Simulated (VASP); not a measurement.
# CoSi16 (a cell with a defect) in VASP: notebook, part 2 of 2

VASP 6.6.1. The steps go on from the part before.

## (3) Single point, PBE, collinear spin, ferromagnetic start

INCAR reads:

```
SYSTEM = CoSi16
PREC = Accurate
ENCUT = 520
EDIFF = 1E-7
ISMEAR = 0
SIGMA = 0.02
LREAL = Auto
LASPH = .TRUE.
NELM = 150
ALGO = Normal
ISIF = 2
LWAVE = .FALSE.
LCHARG = .TRUE.
ISPIN = 2
MAGMOM = 0 0 0 0 0 0 0 0 0 0 0 0 0 0 0 0 0.34
LORBIT = 11
LMAXMIX = 4
GGA = PE
LELF = .TRUE.
LVHAR = .TRUE.
NBANDS = 54
```

KPOINTS reads:

```
Automatic mesh
0
G
  2 2 2
  0 0 0
```

POSCAR reads:

```
CoSi16
1.0
    0.0000000000      5.4300000000      5.4300000000
    5.4300000000      0.0000000000      5.4300000000
    5.4300000000      5.4300000000      0.0000000000
Si Co
16 1
Direct
    0.0005962247      0.0000155617      0.0016490792
    0.1243293738      0.1243603131      0.1243446593
   -0.0028128913     -0.0028289134      0.4992116022
    0.1213313076      0.1212775322      0.6252762431
    0.0125967772      0.4976999079     -0.0009833333
    0.1414887661      0.6172773481      0.1193723757
    0.0025172192      0.4994398711      0.4979271639
    0.1221472376      0.6225873849      0.6258870166
    0.4976613260      0.0122729282     -0.0011222836
    0.6175789134      0.1405770718      0.1194960405
    0.4996171271      0.0020543278      0.4980197053
    0.6226253223      0.1220457643      0.6257606814
    0.5171875691      0.5161249540      0.0054465009
    0.6387455801      0.6384984346      0.1391732044
    0.4953660221      0.4952612339      0.5119848066
    0.6199613260      0.6197928177      0.6318918969
    0.7855388582      0.7848394107      0.2795360958
```

Potentials or basis: VASP PAW PBE potentials, release 64 (Si, Co).

Started as:

```sh
cat potpaw_PBE.64/Si/POTCAR potpaw_PBE.64/Co/POTCAR > POTCAR
mpirun -np 1 vasp_std > vasp.out
```

OUTCAR:

```text
SYSTEM = CoSi16
   PREC = Accurate
   ENCUT = 520
   EDIFF = 1E-7
   ISMEAR = 0
   LREAL = Auto
   LASPH = .TRUE.
   NELM = 150
   ISIF = 2
   ISPIN = 2
   LORBIT = 11
   GGA = PE

 ion  position               nearest neighbor table
   1  0.001  0.000  0.002-   2 2.32   4 2.36  17 2.39   6 2.40  10 2.40
   2  0.124  0.124  0.124-   1 2.32   9 2.34   5 2.34   3 2.35
   3  0.997  0.997  0.499-   4 2.35  12 2.35   8 2.35   2 2.35
   4  0.121  0.121  0.625-   3 2.35   1 2.36   7 2.37  11 2.37
   5  0.013  0.498  0.999-   6 2.31   8 2.34   2 2.34  14 2.35  17 3.11
   6  0.141  0.617  0.119-  17 2.31   5 2.31  13 2.37   7 2.38   1 2.40
   7  0.003  0.499  0.498-   8 2.32   4 2.37   6 2.38  16 2.40  17 2.42
   8  0.122  0.623  0.626-   7 2.32  15 2.34   5 2.34   3 2.35
   9  0.498  0.012  0.999-  10 2.31  12 2.34   2 2.34  14 2.35  17 3.12
  10  0.618  0.141  0.119-  17 2.31   9 2.31  13 2.37  11 2.37   1 2.40
  11  0.500  0.002  0.498-  12 2.32   4 2.37  10 2.37  16 2.40  17 2.42
  12  0.623  0.122  0.626-  11 2.32  15 2.34   9 2.34   3 2.35
  13  0.517  0.516  0.005-  16 2.36  10 2.37   6 2.37  14 2.37
  14  0.639  0.638  0.139-  15 2.35   9 2.35   5 2.35  13 2.37  17 2.72
  15  0.495  0.495  0.512-  16 2.31   8 2.34  12 2.34  14 2.35
  16  0.620  0.620  0.632-  17 2.30  15 2.31  13 2.36  11 2.40   7 2.40
  17  0.786  0.785  0.280-  16 2.30  10 2.31   6 2.31   1 2.39   7 2.42  11 2.42  14 2.72   5 3.11
                             9 3.12

[... 1057 lines left out ...]
     0.000000000  5.430000000  5.430000000    -0.092081031  0.092081031  0.092081031
     5.430000000  0.000000000  5.430000000     0.092081031 -0.092081031  0.092081031
     5.430000000  5.430000000  0.000000000     0.092081031  0.092081031 -0.092081031

 POSITION                                       TOTAL-FORCE (eV/Angst)
 -----------------------------------------------------------------------------------
      0.00904      0.01219      0.00332         0.043982      0.035217     -0.021387
      1.35047      1.35030      1.35038         0.009363      0.009964     -0.008940
      8.12536      8.12545     10.82937        -0.006987     -0.007305     -0.012785
      4.05379      4.05408      1.31737        -0.040608     -0.033375      0.052241
      8.12717      5.49306      2.77091        -0.003678     -0.027091      0.013187
      4.00001      1.41648      4.12010        -0.001294     -0.011367     -0.019620
[... 9 lines left out ...]
      6.79665      6.79756      6.73187        -0.013177     -0.012011      0.024708
      5.77956      5.78336      8.52715        -0.030255     -0.024838      0.038594
 -----------------------------------------------------------------------------------
    total drift:                               -0.002863     -0.003254     -0.002987

  FREE ENERGIE OF THE ION-ELECTRON SYSTEM (eV)
  ---------------------------------------------------
  free  energy   TOTEN  =       -91.2655182601 eV

  energy  without entropy=      -91.2620284506  energy(sigma->0) =      -91.26377336

 total charge

# of ion       s       p       d       tot
------------------------------------------
    1        0.736   0.942   0.000   1.677
    2        0.746   0.958   0.000   1.704
    3        0.742   0.957   0.000   1.699
    4        0.746   0.931   0.000   1.677
    5        0.746   0.948   0.000   1.694
    6        0.736   0.954   0.000   1.690
[... 9 lines left out ...]
   16        0.738   0.955   0.000   1.693
   17        0.409   0.457   7.617   8.483
--------------------------------------------------
tot         12.281  15.612   7.617  35.510

 magnetization (x)

# of ion       s       p       d       tot
------------------------------------------
    1        0.000   0.006   0.000   0.006
    2        0.000   0.001   0.000   0.001
    3       -0.000  -0.000   0.000  -0.000
    4       -0.000  -0.001   0.000  -0.001
    5        0.000   0.001   0.000   0.001
    6       -0.000  -0.000   0.000  -0.000
[... 9 lines left out ...]
   16       -0.000  -0.002   0.000  -0.002
   17       -0.000   0.000  -0.004  -0.004
--------------------------------------------------
tot         -0.001  -0.004  -0.004  -0.008
```

Wall time 51 min (1 thread of Oxide Virtual Turin-like, shared host); peak memory 0.71 GiB.

What came out:

```yaml
Free_energy: -91.2655 eV
Pressure: 2.6 GPa
Largest_force: 0.074 eV/Å
Net_moment: -0.02 μB per cell
Valence_electrons_inside_the_program's_atomic_spheres: Si 1.68, 1.70, 1.69, 1.67 (each value once); Co 8.48
```

Forces in eV/Å, atoms in the order of the input:
```
Si   0.044  0.035 -0.021
Si   0.009  0.010 -0.009
Si  -0.007 -0.007 -0.013
Si  -0.041 -0.033  0.052
Si  -0.004 -0.027  0.013
Si  -0.001 -0.011 -0.020
Si   0.064 -0.028  0.001
Si   0.010  0.020  0.003
Si  -0.029 -0.003  0.015
Si  -0.011  0.004 -0.017
Si  -0.028  0.058  0.004
Si   0.022  0.010  0.004
Si   0.008  0.003 -0.051
Si   0.021  0.018 -0.018
Si  -0.013 -0.010 -0.006
Si  -0.013 -0.012  0.025
Co  -0.030 -0.025  0.039
```

Levels at points of the mesh, in eV from the Fermi level:
Spin up:
| k point | band 35 | band 36 | band 37 | band 38 | band 39 | band 40 |
| --- | --- | --- | --- | --- | --- | --- |
| (0.00, 0.00, 0.00) | -0.30 | -0.02 | 0.17 | 0.26 | 0.62 | 0.64 |
| (0.50, 0.00, 0.00) | -0.30 | -0.29 | -0.01 | 0.84 | 1.29 | 1.31 |
| (0.00, 0.50, 0.00) | -0.30 | -0.29 | 0.00 | 0.84 | 1.29 | 1.31 |
| (0.00, 0.00, 0.50) | -0.33 | -0.26 | -0.01 | 0.88 | 1.27 | 1.31 |
| (0.50, 0.50, 0.50) | -0.49 | 0.03 | 0.14 | 0.93 | 1.09 | 1.48 |
| (0.50, 0.50, 0.00) | -0.54 | -0.38 | -0.13 | 0.88 | 1.27 | 2.08 |
| (0.00, 0.50, 0.50) | -0.54 | -0.34 | -0.18 | 0.88 | 1.26 | 2.08 |
| (0.50, 0.00, 0.50) | -0.54 | -0.34 | -0.18 | 0.88 | 1.26 | 2.08 |
Spin down:
| k point | band 34 | band 35 | band 36 | band 37 | band 38 | band 39 | band 40 | band 41 |
| --- | --- | --- | --- | --- | --- | --- | --- | --- |
| (0.00, 0.00, 0.00) | -0.34 | -0.29 | -0.02 | 0.16 | 0.27 | 0.62 | 0.64 | 0.64 |
| (0.50, 0.00, 0.00) | -0.64 | -0.30 | -0.30 | -0.02 | 0.84 | 1.29 | 1.31 | 1.43 |
| (0.00, 0.50, 0.00) | -0.64 | -0.30 | -0.30 | -0.02 | 0.84 | 1.29 | 1.31 | 1.43 |
| (0.00, 0.00, 0.50) | -0.64 | -0.34 | -0.26 | 0.03 | 0.88 | 1.26 | 1.31 | 1.44 |
| (0.50, 0.50, 0.50) | -0.53 | -0.48 | 0.01 | 0.15 | 0.93 | 1.09 | 1.48 | 1.50 |
| (0.50, 0.50, 0.00) | -0.66 | -0.55 | -0.33 | -0.12 | 0.87 | 1.27 | 2.08 | 2.13 |
| (0.00, 0.50, 0.50) | -0.63 | -0.54 | -0.36 | -0.19 | 0.88 | 1.26 | 2.08 | 2.13 |
| (0.50, 0.00, 0.50) | -0.62 | -0.54 | -0.37 | -0.19 | 0.88 | 1.26 | 2.08 | 2.13 |

Caveat: the k points lie up to 0.50 Å⁻¹ apart.

## (4) Single point, PBE, collinear spin, ferromagnetic start

INCAR: that of step 3 with these lines changed.

```diff
@@ -12,3 +12,3 @@
 LWAVE = .FALSE.
-LCHARG = .TRUE.
+LCHARG = .FALSE.
 ISPIN = 2
@@ -18,4 +18,2 @@
 GGA = PE
-LELF = .TRUE.
-LVHAR = .TRUE.
 NBANDS = 54
```

KPOINTS is that of step 3.

POSCAR reads:

```
CoSi16
1.0
    0.0000000000      5.4300000000      5.4300000000
    5.4300000000      0.0000000000      5.4300000000
    5.4300000000      5.4300000000      0.0000000000
Si Co
16 1
Direct
   -0.0030070902     -0.0032264273      0.0063144567
    0.1241439227      0.1239244015      0.1268623389
   -0.0000893186     -0.0000880295      0.4976114180
    0.1210534070      0.1208097606      0.6319880295
    0.0121855433      0.4972234807     -0.0090170350
    0.1220570902      0.6222180479      0.1292316759
    0.0021122468      0.4990584715      0.4999743094
    0.1405513812      0.6169587477      0.6221482505
    0.4974536832      0.0120851750     -0.0092017495
    0.6224254144      0.1218847145      0.1291454880
    0.4992538674      0.0020599448      0.4998809392
    0.6170744015      0.1406747698      0.6219629834
    0.4952733886      0.4950925414     -0.0030078269
    0.6384430939      0.6383193370      0.0833874770
    0.5161813996      0.5163810313      0.4610554328
    0.6196589319      0.6194918969      0.6279524862
    0.7847503683      0.7847704420      0.6498533149
```

Started as:

```sh
cat potpaw_PBE.64/Si/POTCAR potpaw_PBE.64/Co/POTCAR > POTCAR
mpirun -np 1 vasp_std > vasp.out
```

It took 29 min on 1 thread of Oxide Virtual Turin-like, shared host; peak memory 0.7 GiB.

It converged, with:

* Free energy: -91.2814 eV
* Pressure: 2.6 GPa
* Largest force: 0.017 eV/Å
* Net moment: 0.50 μB per cell
* Site moments: Si -0.00, +0.00, +0.01 (each value once); Co +0.34 μB
* Valence electrons inside the program's atomic spheres: Si 1.70, 1.68, 1.69, 1.67 (each value once); Co 8.48

Forces on the atoms (eV/Å):
```
Si   0.000  0.000  0.000
Si  -0.001 -0.001  0.004
Si   0.003  0.004  0.001
Si  -0.002 -0.003  0.003
Si   0.001  0.000  0.002
Si  -0.002  0.000 -0.003
Si  -0.001 -0.001 -0.002
Si  -0.006  0.001  0.007
Si   0.000  0.001  0.002
Si  -0.001 -0.002 -0.002
Si  -0.002 -0.001 -0.002
Si   0.002 -0.007  0.006
Si  -0.001 -0.001 -0.001
Si   0.001  0.002 -0.003
Si   0.001  0.002 -0.009
Si  -0.004 -0.006  0.001
Co   0.011  0.011 -0.005
```

Stress tensor (GPa, compression positive):
```
 2.49  0.81 -0.68
 0.81  2.50 -0.68
-0.68 -0.68  2.84
```

Levels at points of the mesh, in eV from the Fermi level:
Spin up:
| k point | band 35 | band 36 | band 37 | band 38 | band 39 | band 40 |
| --- | --- | --- | --- | --- | --- | --- |
| (0.00, 0.00, 0.00) | -0.40 | -0.07 | 0.11 | 0.22 | 0.57 | 0.59 |
| (0.50, 0.00, 0.00) | -0.41 | -0.40 | -0.18 | 0.79 | 1.25 | 1.27 |
| (0.00, 0.50, 0.00) | -0.41 | -0.40 | -0.18 | 0.79 | 1.25 | 1.27 |
| (0.00, 0.00, 0.50) | -0.69 | -0.07 | 0.07 | 0.88 | 1.05 | 1.44 |
| (0.50, 0.50, 0.50) | -0.45 | -0.37 | -0.14 | 0.83 | 1.22 | 1.28 |
| (0.50, 0.50, 0.00) | -0.69 | -0.55 | -0.24 | 0.82 | 1.20 | 2.04 |
| (0.00, 0.50, 0.50) | -0.68 | -0.57 | -0.30 | 0.83 | 1.20 | 2.04 |
| (0.50, 0.00, 0.50) | -0.68 | -0.57 | -0.30 | 0.83 | 1.20 | 2.04 |
Spin down:
```tsv
k point	band 32	band 33	band 34	band 35	band 36	band 37	band 38	band 39	band 40	band 41
(0.00, 0.00, 0.00)	-0.80	-0.40	-0.31	-0.27	-0.05	0.17	0.25	0.60	0.62	0.62
(0.50, 0.00, 0.00)	-1.20	-0.81	-0.59	-0.30	-0.26	0.05	0.82	1.27	1.28	1.41
(0.00, 0.50, 0.00)	-1.20	-0.81	-0.59	-0.30	-0.26	0.05	0.82	1.27	1.28	1.41
(0.00, 0.00, 0.50)	-0.99	-0.76	-0.44	-0.41	0.05	0.15	0.91	1.06	1.45	1.47
(0.50, 0.50, 0.50)	-1.20	-0.81	-0.59	-0.33	-0.25	0.09	0.86	1.24	1.28	1.42
(0.50, 0.50, 0.00)	-1.49	-0.92	-0.57	-0.52	-0.24	-0.12	0.86	1.26	2.05	2.10
(0.00, 0.50, 0.50)	-1.48	-0.88	-0.56	-0.51	-0.26	-0.16	0.86	1.25	2.04	2.10
(0.50, 0.00, 0.50)	-1.48	-0.88	-0.56	-0.51	-0.26	-0.16	0.86	1.25	2.04	2.10
```

Caveat: the k points lie up to 0.50 Å⁻¹ apart.

## (5) Single point, PBE, collinear spin, ferromagnetic start

INCAR reads:

```
SYSTEM = CoSi16
  PREC = Accurate
  ENCUT = 520
  EDIFF = 1E-7
  ISMEAR = 0
  SIGMA = 0.02
  LREAL = Auto
  LASPH = .TRUE.
  NELM = 150
  ALGO = Normal
  ISIF = 2
  LWAVE = .FALSE.
  LCHARG = .TRUE.
  ISPIN = 2
  MAGMOM = 0 0 0 0 0 0 0 0 0 0 0 0 0 0 0 0 0.34
  LORBIT = 11
  LMAXMIX = 4
  GGA = PE
  LELF = .TRUE.
  LVHAR = .TRUE.
  NBANDS = 54
```

KPOINTS reads:

```
regular mesh
0
G
  2 2 2
  0 0 0
```

POSCAR reads:

```
CoSi16
1.0
    0.0000000000      5.4300000000      5.4300000000
    5.4300000000      0.0000000000      5.4300000000
    5.4300000000      5.4300000000      0.0000000000
Si Co
16 1
Direct
   -0.0109136280     -0.0121968692      0.0286162063
    0.1279598527      0.1280086556      0.1227287293
    0.0018255985      0.0024425414      0.4920541436
    0.1109013812      0.1093315838      0.6519417127
    0.0051426335      0.5005174033     -0.0061632597
    0.1264242173      0.6147216390      0.1309045120
    0.0124801105      0.4858405157      0.4992524862
    0.1299595764      0.6178763352      0.6246665746
    0.5009725599      0.0058036832     -0.0070701657
    0.6155910681      0.1254643646      0.1315021179
    0.4867460405      0.0119176796      0.4995740331
    0.6174483425      0.1327886740      0.6237700737
    0.4991851750      0.4978501842     -0.0099765193
    0.6313252302      0.6319068140      0.0998694291
    0.5082518416      0.5107236648      0.4751310313
    0.6254589319      0.6226736648      0.6205042357
    0.8225015654      0.8228820442      0.5230188766
```

Started as:

```sh
cat potpaw_PBE.64/Si/POTCAR potpaw_PBE.64/Co/POTCAR > POTCAR
mpirun -np 1 vasp_std > vasp.out
```

Wall time 23 min (1 thread of Oxide Virtual Turin-like, shared host); peak memory 0.69 GiB.

The run converged. Its results:

```yaml
Free_energy: -91.1697 eV
Pressure: 3.4 GPa
Largest_force: 0.437 eV/Å
Net_moment: 0.26 μB per cell
Site_moments: Si +0.00, +0.01, -0.00 (each value once); Co +0.20 μB
Valence_electrons_inside_the_program's_atomic_spheres: Si 1.69, 1.70, 1.67, 1.71, 1.68 (each value once); Co 8.57
```

Forces in eV/Å, atoms in the order of the input:
```
Si   0.024 -0.001  0.064
Si  -0.016  0.010 -0.066
Si   0.144  0.130  0.213
Si  -0.048 -0.049 -0.093
Si   0.000  0.004 -0.005
Si  -0.029 -0.003  0.022
Si  -0.064  0.024 -0.135
Si  -0.042  0.166  0.089
Si   0.029  0.007 -0.014
Si  -0.039 -0.033  0.024
Si   0.033 -0.038 -0.145
Si   0.088 -0.025  0.040
Si   0.060  0.051  0.084
Si   0.020  0.009 -0.075
Si   0.075  0.052 -0.077
Si   0.038 -0.026 -0.126
Co  -0.273 -0.276  0.202
```

Stress tensor (GPa, compression positive):
```
 3.05  1.30 -0.78
 1.30  3.14 -0.81
-0.78 -0.81  3.87
```

Levels at points of the mesh, in eV from the Fermi level:
Spin up:
```csv
k point,band 34,band 35,band 36,band 37,band 38,band 39,band 40,band 41
"(0.00, 0.00, 0.00)",-0.74,-0.27,-0.11,0.10,0.29,0.36,0.49,0.54
"(0.50, 0.00, 0.00)",-0.78,-0.57,-0.24,-0.08,0.81,1.16,1.24,1.34
"(0.00, 0.50, 0.00)",-0.77,-0.58,-0.23,-0.09,0.80,1.17,1.24,1.33
"(0.00, 0.00, 0.50)",-0.71,-0.60,-0.08,0.17,0.94,1.04,1.40,1.43
"(0.50, 0.50, 0.50)",-0.77,-0.55,-0.25,0.03,0.81,1.17,1.29,1.34
"(0.50, 0.50, 0.00)",-0.75,-0.75,-0.31,-0.23,0.78,1.11,2.01,2.11
"(0.00, 0.50, 0.50)",-0.79,-0.72,-0.37,-0.30,0.77,1.10,2.01,2.09
"(0.50, 0.00, 0.50)",-0.79,-0.72,-0.35,-0.29,0.77,1.10,2.01,2.09
```
Spin down:
| k point | band 34 | band 35 | band 36 | band 37 | band 38 | band 39 |
| --- | --- | --- | --- | --- | --- | --- |
| (0.00, 0.00, 0.00) | -0.66 | -0.24 | -0.10 | 0.12 | 0.30 | 0.39 |
| (0.50, 0.00, 0.00) | -0.65 | -0.49 | -0.14 | 0.07 | 0.81 | 1.16 |
| (0.00, 0.50, 0.00) | -0.65 | -0.49 | -0.13 | 0.06 | 0.80 | 1.17 |
| (0.00, 0.00, 0.50) | -0.56 | -0.47 | -0.03 | 0.21 | 0.95 | 1.04 |
| (0.50, 0.50, 0.50) | -0.65 | -0.46 | -0.12 | 0.15 | 0.82 | 1.18 |
| (0.50, 0.50, 0.00) | -0.62 | -0.57 | -0.21 | -0.12 | 0.79 | 1.14 |
| (0.00, 0.50, 0.50) | -0.66 | -0.56 | -0.23 | -0.18 | 0.78 | 1.14 |
| (0.50, 0.00, 0.50) | -0.66 | -0.56 | -0.21 | -0.17 | 0.77 | 1.13 |

Caveat: the k points lie up to 0.50 Å⁻¹ apart.

## (6) The runs side by side

```tsv
cell	gap on the mesh (eV)	pressure (GPa)	moment (μB)	largest force (eV/Å)
as given, atomic positions A	none	3.4	0.26	0.44
as given, atomic positions B	none	2.6	0.02	0.07
as given, atomic positions C	none	2.6	0.50	0.02
as given, atomic positions D	none	3.4	0.26	0.44
```

Alike in all rows: task single point; level PBE; potentials or basis VASP PAW PBE potentials, release 64 (Si, Co); spin collinear, ferromagnetic start; k mesh 2 × 2 × 2; cutoff (eV) 520; smearing gaussian 0.02 eV.

Caveats: all runs use coarse meshes.

Absolute energies hang on the potentials; compare differences alone.
